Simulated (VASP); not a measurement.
Set up this calculation in VASP 6.6.1, as the native input.

```
Task                   : single point
Functional             : PBE
Potentials or basis    : VASP PAW PBE potentials, release 64 (La)
Cutoff                 : 520 eV
k mesh                 : 6 × 6 × 6
Occupations            : gaussian, width 0.1 eV
Spin                   : no spin polarisation
Dipole correction      : no
Further INCAR settings : ALGO = Normal; EDIFF = 1e-06; NBANDS = 12
```

The structure of La lies in POSCAR:

```
La
1.0
    3.3248549887      0.0000000000      0.0000000000
    0.0000000000      3.3248549887      0.0000000000
    0.0000000000      0.0000000000      3.3248549887
La
1
Direct
    0.0000000000      0.0000000000      0.0000000000
```

These files were run (other wordings do the same):

INCAR

```
PREC     = Accurate       # precision mode
ENCUT    = 520            # plane-wave cutoff, eV
EDIFF    = 1E-6           # SCF threshold, eV
ISMEAR   = 0              # smearing method
SIGMA    = 0.1            # smearing width, eV
LREAL    = F              # projectors in reciprocal space
LASPH    = T              # aspherical terms in the spheres
NELM     = 100            # most SCF steps
ALGO     = Normal         # electronic algorithm
ISIF     = 2              # what is computed and relaxed
LWAVE    = F              # write WAVECAR
LCHARG   = F              # write CHGCAR
GGA      = PE             # functional
NBANDS   = 12             # bands
```

KPOINTS

```
regular mesh
0
Gamma
  6 6 6
```

Potentials or basis: VASP PAW PBE potentials, release 64 (La).

Run with:

```bash
$ cat potpaw_PBE.64/La/POTCAR > POTCAR
$ mpirun -np 1 vasp_std > vasp.out
```

It gave:

| Quantity | Value |
| --- | --- |
| Pressure | 0.1 GPa |

Run time: 20 s on 1 thread of Intel(R) Xeon(R) Platinum 8488C (Sapphire Rapids), with other jobs on the host, peak memory 0.17 GiB.
